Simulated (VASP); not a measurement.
# BeS (F-43m) in VASP: further runs

BeS is run at these levels: PBE, r2SCAN; tasks: single point.

Program: VASP 6.6.1. These are calculated values, not measurements. Logs are shortened: lines on timing, memory, paths and dates and some standing lists are left out, and cuts for length are marked.

### Step 1. The cell of the first run

The structure is cubic, space group F-43m (No. 216). Conventional cell: a = 4.876 Å, b = 4.876 Å, c = 4.876 Å, α = 90.00°, β = 90.00°, γ = 90.00°. Be (site symmetry -43m) has 4 S at 2.11 Å within 2.8 Å. Within 2.8 Å of S (site symmetry -43m) lie 4 Be at 2.11 Å.

### Step 2. Single point, PBE

INCAR reads:

```
  ALGO = Normal
  EDIFF = 1E-6
  ENCUT = 520
  GGA = PE
  ISIF = 2
  ISMEAR = 0
  LASPH = True
  LCHARG = False
  LREAL = False
  LWAVE = False
  NBANDS = 11
  NELM = 60
  PREC = Accurate
  SIGMA = 0.02
```

KPOINTS reads:

```
k-points
0
Gamma
  8 8 8
```

POSCAR reads:

```
BeS
1.0
    0.0000000000      2.4380675047      2.4380675047
    2.4380675047      0.0000000000      2.4380675047
    2.4380675047      2.4380675047      0.0000000000
Be S
1 1
Direct
    0.0000000000      0.0000000000      0.0000000000
    0.7500000000      0.7500000000      0.7500000000
```

Potentials or basis: VASP PAW PBE potentials, release 64 (Be, S).

Started as:

```sh
cat potpaw_PBE.64/Be/POTCAR potpaw_PBE.64/S/POTCAR > POTCAR
mpirun -np 1 vasp_std > vasp.out
```

OUTCAR:

```text
EDIFF = 1E-6
   ENCUT = 520
   GGA = PE
   ISIF = 2
   ISMEAR = 0
   LASPH = True
   LREAL = False
   NELM = 60
   PREC = Accurate

 ion  position               nearest neighbor table
   1  0.000  0.000  0.000-   2 2.11   2 2.11   2 2.11   2 2.11
   2  0.750  0.750  0.750-   1 2.11   1 2.11   1 2.11   1 2.11

  LATTYP: Found a face centered cubic cell.
 ALAT       =     4.8761350094

  Lattice vectors:

 A1 = (   0.0000000000,   2.4380675047,   2.4380675047)
 A2 = (   2.4380675047,   0.0000000000,   2.4380675047)
 A3 = (   2.4380675047,   2.4380675047,   0.0000000000)

Analysis of symmetry for initial positions (statically):
=====================================================================
 Subroutine PRICEL returns:
 Original cell was already a primitive cell.

 Routine SETGRP: Setting up the symmetry group for a
 face centered cubic supercell.

 Subroutine GETGRP returns: Found 24 space group operations
 (whereof 24 operations were pure point group operations)
 out of a pool of 48 trial point group operations.

The static configuration has the point symmetry T_d .

Analysis of symmetry for dynamics (positions and initial velocities):
=====================================================================
 Subroutine PRICEL returns:
 Original cell was already a primitive cell.

 Routine SETGRP: Setting up the symmetry group for a
 face centered cubic supercell.

 Subroutine GETGRP returns: Found 24 space group operations
 (whereof 24 operations were pure point group operations)
 out of a pool of 48 trial point group operations.

The dynamic configuration has the point symmetry T_d .

 Subroutine INISYM returns: Found 24 space group operations
 (whereof 24 operations are pure point group operations),
 and found     1 'primitive' translations

----------------------------------------------------------------------------------------

                                     Primitive cell

  volume of cell :      28.9846

  direct lattice vectors                    reciprocal lattice vectors
     0.000000000  2.438067505  2.438067505    -0.205080458  0.205080458  0.205080458
     2.438067505  0.000000000  2.438067505     0.205080458 -0.205080458  0.205080458
     2.438067505  2.438067505  0.000000000     0.205080458  0.205080458 -0.205080458

  length of vectors
     3.447948131  3.447948131  3.447948131     0.355209773  0.355209773  0.355209773

  position of ions in fractional coordinates (direct lattice)
     0.000000000  0.000000000  0.000000000
     0.750000000  0.750000000  0.750000000

  ion indices of the primitive-cell ions
   primitive index   ion index
                 1           1
                 2           2

----------------------------------------------------------------------------------------

 KPOINTS: k-points

Automatic generation of k-mesh.
 Grid dimensions read from file:
 generate k-points for:    8    8    8

 Generating k-lattice:

  Cartesian coordinates                     Fractional coordinates (reciprocal lattice)
    -0.025635057  0.025635057  0.025635057     0.125000000  0.000000000  0.000000000
     0.025635057 -0.025635057  0.025635057     0.000000000  0.125000000  0.000000000
     0.025635057  0.025635057 -0.025635057     0.000000000  0.000000000  0.125000000

  Length of vectors
     0.044401222  0.044401222  0.044401222

  Shift w.r.t. Gamma in fractional coordinates (k-lattice)
     0.000000000  0.000000000  0.000000000

 Subroutine IBZKPT returns following result:
 ===========================================

 Found     29 irreducible k-points:

 Following reciprocal coordinates:
            Coordinates               Weight
  0.000000  0.000000  0.000000      1.000000
  0.125000  0.000000  0.000000      8.000000
  0.250000  0.000000  0.000000      8.000000
  0.375000  0.000000  0.000000      8.000000
  0.500000  0.000000  0.000000      4.000000
  0.125000  0.125000  0.000000      6.000000
[... 16 lines left out ...]
  0.500000  0.250000  0.125000     48.000000
 -0.375000  0.250000  0.125000     24.000000
 [... further k-points ...]
   k-points           NKPTS =     29   k-points in BZ     NKDIM =     29   number of bands    NBANDS=     11
   number of dos      NEDOS =    301   number of ions     NIONS =      2
   total plane-waves  NPLWV =  21952
   dimension x,y,z NGX =    28 NGY =   28 NGZ =   28
   dimension x,y,z NGXF=    56 NGYF=   56 NGZF=   56
   ions per type =               1   1
   NGX,Y,Z   is equivalent  to a cutoff of  13.50, 13.50, 13.50 a.u.
   NGXF,Y,Z  is equivalent  to a cutoff of  27.00, 27.00, 27.00 a.u.
 SYSTEM =  unknown system
   PREC   = accura    normal or accurate (medium, high low for compatibility)
   ISTART =      0    job   : 0-new  1-cont  2-samecut
   ICHARG =      2    charge: 1-file 2-atom 10-const
   ISPIN  =      1    spin polarized calculation?
   LNONCOLLINEAR =      F non collinear calculations
   LSORBIT =      F    spin-orbit coupling
   LASPH  =      T    aspherical Exc in radial PAW
   ENCUT  =  520.0 eV  38.22 Ry    6.18 a.u.   6.41  6.41  6.41*2*pi/ulx,y,z
   NELM   =     60;   NELMIN=  2; NELMDL= -5     # of ELM steps
   EDIFF  = 0.1E-05   stopping-criterion for ELM
   LREAL  =      F    real-space projection
   EDIFFG = 0.1E-04   stopping-criterion for IOM
   NSW    =      0    number of steps for IOM
   IBRION =     -1    ionic relax: 0-MD 1-quasi-New 2-CG
   NFREE  =      0    steps in history (QN), initial steepest desc. (CG)
   ISIF   =      2    stress and relaxation
   ISYM   =      2    0-nonsym 1-usesym 2-fastsym
   POTIM  = 0.5000    time-step for ionic-motion
   TEBEG  =    0.0;   TEEND  =   0.0 temperature during run
   PSTRESS=    0.0 pullay stress
   NELECT =       8.0000    total number of electrons
   NUPDOWN=      -1.0000    fix difference up-down
   EMIN   =  10.00;   EMAX   =-10.00  energy-range for DOS
   EFERMI =   0.00;   METHOD = LEGACY
   ISMEAR =     0;   SIGMA  =   0.02  broadening in eV -4-tet -1-fermi 0-gaus
   EFERMI_NEDOS =   21; number of points for ismear=-14 and -15
   IALGO  =     38    algorithm
   IMIX   =      4    mixing-type and parameters
     AMIX     =   0.40;   BMIX     =  1.00
     AMIX_MAG =   1.60;   BMIX_MAG =  1.00
  volume/ion in A,a.u.               =      14.49        97.80
  Fermi-wavevector in a.u.,A,eV,Ry     =   1.065898  2.014256 15.458112  1.136139
  Thomas-Fermi vector in A             =   2.201465
   LORBIT       =      0    0 simple, 1 ext, 2 COOP (PROOUT), +10 PAW based schemes
   GGA     = PE    functional components
   LHFCALC =     F    Hartree Fock is set to
   AEXX    =    0.0000 exact exchange contribution
   IVDW    =     0    specifies the selected vdW correction
   LEPSILON=     F    determine dielectric tensor
   LRPA    =     F    only Hartree local field effects (RPA)
 non-spin polarized calculation
 Gauss-broadening in eV      SIGMA  =   0.02
  energy-cutoff  :      520.00
  volume of cell :       28.98
 maximum number of plane-waves:       799
 NGX is ok and might be reduce to    28
   NGX = 13   NGY = 13   NGZ = 13

 number of electron       7.9999999 magnetization

 Free energy of the ion-electron system (eV)
  ---------------------------------------------------
  ext. energy  EPLUGINS =         0.00000000
  ---------------------------------------------------
  free energy    TOTEN  =       -10.01333923 eV

  energy without entropy =      -10.01333923  energy(sigma->0) =      -10.01333923

 E-fermi :   4.1809     XC(G=0):  -9.6642

 val. band max:        4.0094248300   @ k =   0.0000   0.0000   0.0000
 cond. band min:       7.1557445291   @ k =   0.5000   0.5000   0.0000
 fundamental gap:      3.1463196991
 Fermi energy:         4.1808663418

 k-point     1 :       0.0000    0.0000    0.0000
  band No.  band energies     occupation
      1      -9.5760      2.00000
      2       4.0094      2.00000
      3       4.0094      2.00000
      4       4.0094      2.00000
      5       9.6853      0.00000
      6       9.6853      0.00000
      7       9.6853      0.00000
      8       9.7594      0.00000
      9      16.7915      0.00000
     10      16.7915      0.00000
     11      18.7567      0.00000

 k-point     2 :       0.1250    0.0000    0.0000
  band No.  band energies     occupation
      1      -9.4025      2.00000
      2       2.8268      2.00000
      3       3.8152      2.00000
      4       3.8152      2.00000
      5       9.5776      0.00000
      6      10.0343      0.00000
      7      10.0343      0.00000
      8      11.0637      0.00000
      9      16.1117      0.00000
     10      16.1117      0.00000
     11      18.6373      0.00000

 k-point     3 :       0.2500    0.0000    0.0000
  band No.  band energies     occupation
      1      -8.9254      2.00000
      2       0.7577      2.00000
      3       3.4265      2.00000
      4       3.4265      2.00000
      5       9.5171      0.00000
      6      10.5724      0.00000
      7      10.5724      0.00000
      8      13.1608      0.00000
      9      15.8728      0.00000
     10      15.8728      0.00000
     11      18.1925      0.00000

 k-point     4 :       0.3750    0.0000    0.0000
  band No.  band energies     occupation
      1      -8.3220      2.00000
      2      -0.9692      2.00000
      3       3.1121      2.00000
      4       3.1121      2.00000
      5       9.4563      0.00000
      6      10.6459      0.00000
      7      10.6459      0.00000
      8      14.6952      0.00000
      9      17.2009      0.00000
     10      17.2009      0.00000
     11      18.3194      0.00000
[... 239 lines left out ...]
 k-point    22 :       0.3750    0.2500    0.1250
  band No.  band energies     occupation
      1      -8.5363      2.00000
      2       0.5239      2.00000
      3       1.9104      2.00000
      4       2.9139      2.00000
      5       9.5343      0.00000
      6      11.2579      0.00000
      7      11.4882      0.00000
      8      12.5208      0.00000
      9      15.5476      0.00000
     10      18.3476      0.00000
     11      19.8480      0.00000

 k-point    23 :       0.5000    0.2500    0.1250
  band No.  band energies     occupation
      1      -8.0066      2.00000
      2      -0.6095      2.00000
      3       1.3803      2.00000
      4       2.4529      2.00000
      5      10.0044      0.00000
      6      10.8080      0.00000
      7      12.4169      0.00000
      8      13.2473      0.00000
      9      16.5639      0.00000
     10      18.3142      0.00000
     11      20.3621      0.00000

 k-point    24 :      -0.3750    0.2500    0.1250
  band No.  band energies     occupation
      1      -7.7418      2.00000
      2      -1.1493      2.00000
      3       1.2846      2.00000
      4       2.2131      2.00000
      5      10.1161      0.00000
      6      10.5594      0.00000
      7      13.0728      0.00000
      8      14.4537      0.00000
      9      15.3999      0.00000
     10      19.2384      0.00000
     11      19.8619      0.00000

 [... further k-points ...]

------------------------ aborting loop because EDIFF is reached ----------------------------------------

  FORCE on cell =-STRESS in cart. coord.  units (eV):
  Direction    XX          YY          ZZ          XY          YZ          ZX
  --------------------------------------------------------------------------------------
  -------------------------------------------------------------------------------------
  Total        0.0025911      0.0025911      0.0025911      0.0000000      0.0000000      0.0000000
  in kB        0.1432254      0.1432254      0.1432254      0.0000000      0.0000000      0.0000000
  external PRESSURE =       0.1432254 kB  Pullay stress =       0.0000000 kB

 VOLUME and BASIS-vectors are now :
 -----------------------------------------------------------------------------
  energy-cutoff  :      520.00
  volume of cell :       28.98
      direct lattice vectors                 reciprocal lattice vectors
     0.000000000  2.438067505  2.438067505    -0.205080458  0.205080458  0.205080458
     2.438067505  0.000000000  2.438067505     0.205080458 -0.205080458  0.205080458
     2.438067505  2.438067505  0.000000000     0.205080458  0.205080458 -0.205080458

 POSITION                                       TOTAL-FORCE (eV/Angst)
 -----------------------------------------------------------------------------------
      0.00000      0.00000      0.00000        -0.000000     -0.000000     -0.000000
      3.65710      3.65710      3.65710         0.000000      0.000000      0.000000
 -----------------------------------------------------------------------------------
    total drift:                               -0.000000     -0.000000     -0.000000

  FREE ENERGIE OF THE ION-ELECTRON SYSTEM (eV)
  ---------------------------------------------------
  free  energy   TOTEN  =       -10.0133392337 eV

  energy  without entropy=      -10.0133392337  energy(sigma->0) =      -10.01333923
```

Wall time 7.2 s (1 thread of AMD EPYC 7R13 (Zen 3), shared host); peak memory 0.12 GiB.

What came out:

| Property | Result |
| --- | --- |
| Free energy | -10.0133 eV |
| Pressure | 0.0 GPa |
| Band gap on the k mesh | 3.15 eV (least direct gap 5.68 eV) |

Levels at points of the mesh, in eV from the valence-band top:
```tsv
k point	band 1	band 2	band 3	band 4	band 5	band 6	band 7	band 8	band 9
(0.00, 0.00, 0.00)	-13.59	0.00	0.00	0.00	5.68	5.68	5.68	5.75	12.78
(0.50, 0.00, 0.00)	-12.02	-5.68	-1.01	-1.01	5.42	6.57	6.57	11.13	14.87
(0.50, 0.50, 0.00)	-11.49	-4.94	-2.59	-2.59	3.15	4.93	12.65	12.65	15.35
```

### Step 3. Single point, r2SCAN

POSCAR is that of step 2.

INCAR.step1 reads:

```
PREC = Accurate
ENCUT = 520
ISMEAR = 0
SIGMA = 0.02
LREAL = F
LASPH = T
NELM = 60
NBANDS = 11
GGA = PE
ALGO = Normal
EDIFF = 1E-4
LWAVE = T
LCHARG = F
```

INCAR.step2 reads:

```
PREC = Accurate
ENCUT = 520
EDIFF = 1E-7
ISMEAR = 0
SIGMA = 0.02
LREAL = F
LASPH = T
NELM = 60
ALGO = Normal
ISIF = 2
LWAVE = F
LCHARG = F
METAGGA = R2SCAN
LMIXTAU = T
NBANDS = 11
ISTART = 1
```

KPOINTS reads:

```
Automatic mesh
0
Gamma
  8 8 8
```

Potentials or basis: VASP PAW PBE potentials, release 64 (Be, S).

Started as:

```sh
cat potpaw_PBE.64/Be/POTCAR potpaw_PBE.64/S/POTCAR > POTCAR
cp INCAR.step1 INCAR
mpirun -np 1 vasp_std > vasp.out
cp INCAR.step2 INCAR
mpirun -np 1 vasp_std > vasp.out
```

It took 41 s on 1 thread of AMD EPYC 7R13 (Zen 3), shared host; peak memory 0.13 GiB.

Results (log left out):

* Free energy: -14.7866 eV
* Pressure: -0.2 GPa
* Band gap on the k mesh: 3.61 eV (least direct gap 6.27 eV)

Levels at points of the mesh, in eV from the valence-band top:
```tsv
k point	band 2	band 3	band 4	band 5	band 6	band 7
(0.00, 0.00, 0.00)	0.00	0.00	0.00	6.27	6.27	6.27
(0.50, 0.00, 0.00)	-5.85	-1.04	-1.04	6.04	7.15	7.15
(0.50, 0.50, 0.00)	-5.10	-2.66	-2.66	3.61	5.40	13.73
```

Caveat: the PAW data sets were made with another functional, which shifts forces and pressure a little. A k mesh can miss the band edges.
